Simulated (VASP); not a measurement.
**MgAl2C2: vibrations by perturbation theory with LDA**

Crystal: MgAl2C2.

```xyz
5
Lattice="3.3470 0.0000 0.0000 -1.6735 2.8986 0.0000 0.0000 0.0000 5.7051" Properties=species:S:1:pos:R:3 pbc="T T T"
Mg    0.0000    0.0000    0.0000
Al    0.0000    1.9324    1.9940
Al    1.6735    0.9662    3.7112
C     0.0000    1.9324    4.1709
C     1.6735    0.9662    1.5342
```

```json
{"Program": "VASP 6.6.1", "Task": "vibrations by perturbation theory", "Functional": "LDA", "Potentials or basis": "VASP PAW LDA potentials, release 64 (Mg, Al, C)", "Cutoff": "520 eV", "k mesh": "12 × 12 × 6", "Occupations": "gaussian, width 0.01 eV", "Spin": "no spin polarisation", "Dipole correction": "no", "Further INCAR settings": "ALGO = Normal; EDIFF = 1e-08; IBRION = 8; NSW = 1"}
```

- Electronic dielectric tensor (diagonal): 7.45, 7.45, 8.60
- Born charges (mean of the diagonal): Mg +2.25; Al +2.18; C -3.30 e
- Highest phonon frequency at Γ: 667 cm⁻¹

Phonon frequencies in cm⁻¹ (negative: imaginary):
```csv
q point,frequencies
"(0.000, 0.000, 0.000)",0 0 0 225 225 295 309 309 392 492 583 664 664 667 667
```

Electronic dielectric tensor:
```
7.45 0.00 0.00
0.00 7.45 0.00
0.00 0.00 8.60
```

Born effective charge tensors (e):
atom 1, Mg
```
2.00 0.00 0.00
0.00 2.00 0.00
0.00 0.00 2.74
```
atom 2, Al
```
2.26 0.00 0.00
0.00 2.26 0.00
0.00 0.00 2.01
```
atom 3, Al
```
2.26 0.00 0.00
0.00 2.26 0.00
0.00 0.00 2.01
```
atom 4, C
```
-3.26  0.00  0.00
 0.00 -3.26  0.00
 0.00  0.00 -3.38
```
atom 5, C
```
-3.26  0.00  0.00
 0.00 -3.26  0.00
 0.00  0.00 -3.38
```

Wall time 71 min on 1 thread of Intel Xeon 8259CL (shared host), peak memory 0.86 GiB.
